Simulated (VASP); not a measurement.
# Pt (P6_3/mmc) in VASP: a series of runs

Pt is run at these levels: LDA, PBEsol; tasks: single point.

All numbers are computed with VASP 6.6.1; they aren't measurements. Logs are shortened: lines on timing, memory, paths and dates and some standing lists are left out, and cuts for length are marked.

### Step 1. The cell of the first run

The structure is hexagonal, space group P6_3/mmc (No. 194). The conventional cell has a = 2.779 Å, b = 2.779 Å, c = 4.824 Å, α = 90.00°, β = 90.00°, γ = 120.00°. Pt (site symmetry -6m2) has 12 Pt at 2.78 to 2.90 Å within 3.7 Å.

### Step 2. Single point, LDA (volume scaled by 1.02)

The input, INCAR:

```
PREC = Accurate
ENCUT = 520
EDIFF = 1E-6
ISMEAR = -1
SIGMA = 0.05
LREAL = F
LASPH = T
NELM = 100
ALGO = Normal
ISIF = 2
LWAVE = F
LCHARG = F
GGA = CA
NBANDS = 17
```

The input, KPOINTS:

```
Automatic mesh
0
Gamma
  11 11 6
```

The input, POSCAR:

```
Pt
1.0
    2.7789487024      0.0000000000      0.0000000000
   -1.3894743512      2.4066401720      0.0000000000
    0.0000000000      0.0000000000      4.8238709117
Pt
2
Direct
    0.3333333333      0.6666666667      0.2500000000
    0.6666666667      0.3333333333      0.7500000000
```

Potentials or basis: VASP PAW LDA potentials, release 64 (Pt).

Started as:

```sh
> cat potpaw_LDA.64/Pt/POTCAR > POTCAR
> mpirun -np 1 vasp_std > vasp.out
```

OUTCAR:

```text
PREC = Accurate
   ENCUT = 520
   EDIFF = 1E-6
   ISMEAR = -1
   LREAL = F
   LASPH = T
   NELM = 100
   ISIF = 2
   GGA = CA

 ion  position               nearest neighbor table
   1  0.333  0.667  0.250-   2 2.90   2 2.90   2 2.90   2 2.90   2 2.90   2 2.90
   2  0.667  0.333  0.750-   1 2.90   1 2.90   1 2.90   1 2.90   1 2.90   1 2.90

  LATTYP: Found a hexagonal cell.
 ALAT       =     2.7789487024
 C/A-ratio  =     1.7358618054

  Lattice vectors:

 A1 = (   2.7789487024,   0.0000000000,   0.0000000000)
 A2 = (  -1.3894743512,   2.4066401720,   0.0000000000)
 A3 = (   0.0000000000,   0.0000000000,   4.8238709117)

Analysis of symmetry for initial positions (statically):
=====================================================================
 Subroutine PRICEL returns:
 Original cell was already a primitive cell.

 Routine SETGRP: Setting up the symmetry group for a
 hexagonal supercell.

 Subroutine GETGRP returns: Found 24 space group operations
 (whereof 12 operations were pure point group operations)
 out of a pool of 24 trial point group operations.

The static configuration has the point symmetry D_3d.
 The point group associated with its full space group is D_6h.

Analysis of symmetry for dynamics (positions and initial velocities):
=====================================================================
 Subroutine PRICEL returns:
 Original cell was already a primitive cell.

 Routine SETGRP: Setting up the symmetry group for a
 hexagonal supercell.

 Subroutine GETGRP returns: Found 24 space group operations
 (whereof 12 operations were pure point group operations)
 out of a pool of 24 trial point group operations.

The dynamic configuration has the point symmetry D_3d.
 The point group associated with its full space group is D_6h.

 Subroutine INISYM returns: Found 24 space group operations
 (whereof 12 operations are pure point group operations),
 and found     1 'primitive' translations

----------------------------------------------------------------------------------------

                                     Primitive cell

  volume of cell :      32.2617

  direct lattice vectors                    reciprocal lattice vectors
     2.778948702  0.000000000  0.000000000     0.359848312  0.207758520  0.000000000
    -1.389474351  2.406640172  0.000000000     0.000000000  0.415517040  0.000000000
     0.000000000  0.000000000  4.823870912     0.000000000  0.000000000  0.207302396

  length of vectors
     2.778948702  2.778948702  4.823870912     0.415517040  0.415517040  0.207302396

  position of ions in fractional coordinates (direct lattice)
     0.333333333  0.666666667  0.250000000
     0.666666667  0.333333333  0.750000000

  ion indices of the primitive-cell ions
   primitive index   ion index
                 1           1
                 2           2

----------------------------------------------------------------------------------------

 KPOINTS: Automatic mesh

Automatic generation of k-mesh.
 Grid dimensions read from file:
 generate k-points for:   11   11    6

 Generating k-lattice:

  Cartesian coordinates                     Fractional coordinates (reciprocal lattice)
     0.032713483  0.018887138  0.000000000     0.090909091  0.000000000  0.000000000
     0.000000000  0.037774276  0.000000000     0.000000000  0.090909091  0.000000000
     0.000000000  0.000000000  0.034550399     0.000000000  0.000000000  0.166666667

  Length of vectors
     0.037774276  0.037774276  0.034550399

  Shift w.r.t. Gamma in fractional coordinates (k-lattice)
     0.000000000  0.000000000  0.000000000

 Subroutine IBZKPT returns following result:
 ===========================================

 Found     64 irreducible k-points:

 Following reciprocal coordinates:
            Coordinates               Weight
  0.000000  0.000000  0.000000      1.000000
  0.090909 -0.000000  0.000000      6.000000
  0.181818  0.000000  0.000000      6.000000
  0.272727  0.000000  0.000000      6.000000
  0.363636 -0.000000  0.000000      6.000000
  0.454545 -0.000000  0.000000      6.000000
[... 16 lines left out ...]
  0.090909  0.090909  0.166667     12.000000
  0.181818  0.090909  0.166667     24.000000
 [... further k-points ...]
   k-points           NKPTS =     64   k-points in BZ     NKDIM =     64   number of bands    NBANDS=     17
   number of dos      NEDOS =    301   number of ions     NIONS =      2
   total plane-waves  NPLWV =  20736
   dimension x,y,z NGX =    24 NGY =   24 NGZ =   36
   dimension x,y,z NGXF=    48 NGYF=   48 NGZF=   72
   ions per type =               2
   NGX,Y,Z   is equivalent  to a cutoff of  14.36, 14.36, 12.41 a.u.
   NGXF,Y,Z  is equivalent  to a cutoff of  28.72, 28.72, 24.81 a.u.
 SYSTEM =  unknown system
   PREC   = accura    normal or accurate (medium, high low for compatibility)
   ISTART =      0    job   : 0-new  1-cont  2-samecut
   ICHARG =      2    charge: 1-file 2-atom 10-const
   ISPIN  =      1    spin polarized calculation?
   LNONCOLLINEAR =      F non collinear calculations
   LSORBIT =      F    spin-orbit coupling
   LASPH  =      T    aspherical Exc in radial PAW
   ENCUT  =  520.0 eV  38.22 Ry    6.18 a.u.   5.17  5.17  8.97*2*pi/ulx,y,z
   NELM   =    100;   NELMIN=  2; NELMDL= -5     # of ELM steps
   EDIFF  = 0.1E-05   stopping-criterion for ELM
   LREAL  =      F    real-space projection
   EDIFFG = 0.1E-04   stopping-criterion for IOM
   NSW    =      0    number of steps for IOM
   IBRION =     -1    ionic relax: 0-MD 1-quasi-New 2-CG
   NFREE  =      0    steps in history (QN), initial steepest desc. (CG)
   ISIF   =      2    stress and relaxation
   ISYM   =      2    0-nonsym 1-usesym 2-fastsym
   POTIM  = 0.5000    time-step for ionic-motion
   TEBEG  =    0.0;   TEEND  =   0.0 temperature during run
   PSTRESS=    0.0 pullay stress
   NELECT =      20.0000    total number of electrons
   NUPDOWN=      -1.0000    fix difference up-down
   EMIN   =  10.00;   EMAX   =-10.00  energy-range for DOS
   EFERMI =   0.00;   METHOD = LEGACY
   ISMEAR =    -1;   SIGMA  =   0.05  broadening in eV -4-tet -1-fermi 0-gaus
   EFERMI_NEDOS =   21; number of points for ismear=-14 and -15
   IALGO  =     38    algorithm
   IMIX   =      4    mixing-type and parameters
     AMIX     =   0.40;   BMIX     =  1.00
     AMIX_MAG =   1.60;   BMIX_MAG =  1.00
  volume/ion in A,a.u.               =      16.13       108.86
  Fermi-wavevector in a.u.,A,eV,Ry     =   1.395904  2.637877 26.511624  1.948549
  Thomas-Fermi vector in A             =   2.519311
   LORBIT       =      0    0 simple, 1 ext, 2 COOP (PROOUT), +10 PAW based schemes
   GGA     = CA    functional components
   LHFCALC =     F    Hartree Fock is set to
   AEXX    =    0.0000 exact exchange contribution
   IVDW    =     0    specifies the selected vdW correction
   LEPSILON=     F    determine dielectric tensor
   LRPA    =     F    only Hartree local field effects (RPA)
 non-spin polarized calculation
  energy-cutoff  :      520.00
  volume of cell :       32.26
 maximum number of plane-waves:       893
 NGX is ok and might be reduce to    24
   NGX = 11   NGY = 11   NGZ = 17

 number of electron      20.0000002 magnetization

 Free energy of the ion-electron system (eV)
  ---------------------------------------------------
  ext. energy  EPLUGINS =         0.00000000
  ---------------------------------------------------
  free energy    TOTEN  =       -14.72655543 eV

  energy without entropy =      -14.68866539  energy(sigma->0) =      -14.70761041

 E-fermi :   9.8472     XC(G=0): -13.2947

 val. band max:        9.8459452910   @ k =   0.2727   0.2727   0.5000
 cond. band min:       9.8472364629   @ k =   0.2727   0.0000   0.0000
 fundamental gap:      0.0012911719
 Fermi energy:         9.8472195925

 k-point     1 :       0.0000    0.0000    0.0000
  band No.  band energies     occupation
      1       0.3561      2.00000
      2       2.9717      2.00000
      3       6.0196      2.00000
      4       6.5333      2.00000
      5       6.5333      2.00000
      6       6.8851      2.00000
[... 9 lines left out ...]
     16      27.1089      0.00000
     17      30.5960      0.00000

 k-point     2 :       0.0909   -0.0000    0.0000
  band No.  band energies     occupation
      1       0.6482      2.00000
      2       3.2381      2.00000
      3       5.9829      2.00000
      4       6.5301      2.00000
      5       6.7553      2.00000
      6       6.7576      2.00000
[... 9 lines left out ...]
     16      27.3720      0.00000
     17      29.2057      0.00000

 k-point     3 :       0.1818    0.0000    0.0000
  band No.  band energies     occupation
      1       1.4627      2.00000
      2       3.8775      2.00000
      3       5.7753      2.00000
      4       6.3317      2.00000
      5       6.4669      2.00000
      6       6.9946      2.00000
[... 9 lines left out ...]
     16      27.1693      0.00000
     17      27.5329      0.00000

 k-point     4 :       0.2727    0.0000    0.0000
  band No.  band energies     occupation
      1       2.5549      2.00000
      2       4.1826      2.00000
      3       5.4620      2.00000
      4       5.9631      2.00000
      5       6.1700      2.00000
      6       7.2371      2.00000
[... 9 lines left out ...]
     16      25.5510      0.00000
     17      27.5976      0.00000
[... 343 lines left out ...]
      1       3.4748      2.00000
      2       3.7202      2.00000
      3       4.7151      2.00000
      4       5.7046      2.00000
      5       7.0212      2.00000
      6       7.1175      2.00000
[... 9 lines left out ...]
     16      22.4030      0.00000
     17      23.5208      0.00000

 k-point    23 :       0.0909    0.0909    0.1667
  band No.  band energies     occupation
      1       1.4228      2.00000
      2       3.7039      2.00000
      3       5.8344      2.00000
      4       6.1915      2.00000
      5       6.3968      2.00000
      6       6.8918      2.00000
[... 9 lines left out ...]
     16      26.6982      0.00000
     17      27.3937      0.00000

 k-point    24 :       0.1818    0.0909    0.1667
  band No.  band energies     occupation
      1       2.3785      2.00000
      2       4.3828      2.00000
      3       5.5168      2.00000
      4       5.6418      2.00000
      5       6.1992      2.00000
      6       6.7490      2.00000
[... 9 lines left out ...]
     16      26.2792      0.00000
     17      27.1816      0.00000

 [... further k-points ...]
[... 5 lines left out ...]
  --------------------------------------------------------------------------------------
  -------------------------------------------------------------------------------------
  Total       -3.8395220     -3.8395220     -3.8430965      0.0000000      0.0000000      0.0000000
  in kB     -190.6779070   -190.6779070   -190.8554219      0.0000000      0.0000000      0.0000000
  external PRESSURE =    -190.7370786 kB  Pullay stress =       0.0000000 kB

 VOLUME and BASIS-vectors are now :
 -----------------------------------------------------------------------------
  energy-cutoff  :      520.00
  volume of cell :       32.26
      direct lattice vectors                 reciprocal lattice vectors
     2.778948702  0.000000000  0.000000000     0.359848312  0.207758520  0.000000000
    -1.389474351  2.406640172  0.000000000     0.000000000  0.415517040  0.000000000
     0.000000000  0.000000000  4.823870912     0.000000000  0.000000000  0.207302396

 POSITION                                       TOTAL-FORCE (eV/Angst)
 -----------------------------------------------------------------------------------
     -0.00000      1.60443      1.20597         0.000000      0.000000      0.000000
      1.38947      0.80221      3.61790        -0.000000     -0.000000      0.000000
 -----------------------------------------------------------------------------------
    total drift:                               -0.000000      0.000000     -0.000000

  FREE ENERGIE OF THE ION-ELECTRON SYSTEM (eV)
  ---------------------------------------------------
  free  energy   TOTEN  =       -14.7265554284 eV

  energy  without entropy=      -14.6886653919  energy(sigma->0) =      -14.70761041
```

Wall time 12 s (1 thread of Intel Xeon Platinum 8488C (Sapphire Rapids), shared host); peak memory 0.16 GiB.

What came out:

```
Free energy            : -14.7266 eV
Pressure               : -19.1 GPa
Band gap on the k mesh : zero (band 10 reaches 10.23 eV, above the bottom of band 11 at 9.09 eV)
```

Caveat: spin-orbit coupling is left out, which moves the levels of the heavy elements.

### Step 3. Single point, PBEsol (volume scaled by 1.02)

The input, INCAR:

```
PREC = Accurate
ENCUT = 520
EDIFF = 1E-7
ISMEAR = -1
SIGMA = 0.05
LREAL = False
LASPH = True
NELM = 80
ALGO = Normal
ISIF = 2
LWAVE = False
LCHARG = False
GGA = PS
NBANDS = 17
```

KPOINTS is that of step 2.

POSCAR is that of step 2.

Potentials or basis: VASP PAW PBE potentials, release 64 (Pt).

Started as:

```sh
> cat potpaw_PBE.64/Pt/POTCAR > POTCAR
> mpirun -np 1 vasp_std > vasp.out
```

It took 15 s on 1 thread of Intel Xeon Platinum 8488C (Sapphire Rapids), shared host; peak memory 0.17 GiB.

The run converged. Its results:

| Property | Result |
| --- | --- |
| Free energy | -13.7033 eV |
| Pressure | -15.2 GPa |
| Band gap on the k mesh | zero (band 10 reaches 10.20 eV, above the bottom of band 11 at 9.06 eV) |

Stress tensor (GPa, compression positive):
```
-15.01   0.00   0.00
  0.00 -15.01   0.00
  0.00   0.00 -15.43
```

Levels at points of the mesh, in eV from the Fermi level:
| k point | band 6 | band 7 | band 8 | band 9 | band 10 | band 11 | band 12 | band 13 | band 14 | band 15 |
| --- | --- | --- | --- | --- | --- | --- | --- | --- | --- | --- |
| (0.00, 0.00, 0.00) | -2.95 | -2.95 | -1.73 | -1.73 | -0.69 | -0.20 | -0.20 | 4.51 | 15.13 | 15.66 |
| (0.00, 0.00, 0.50) | -3.30 | -3.30 | -3.30 | -0.76 | -0.76 | -0.76 | -0.76 | 11.72 | 11.72 | 15.53 |

Caveat: the PAW data sets were made with another functional, which shifts forces and pressure a little; spin-orbit coupling is left out, which moves the levels of the heavy elements.

[end of part 1 of 2]
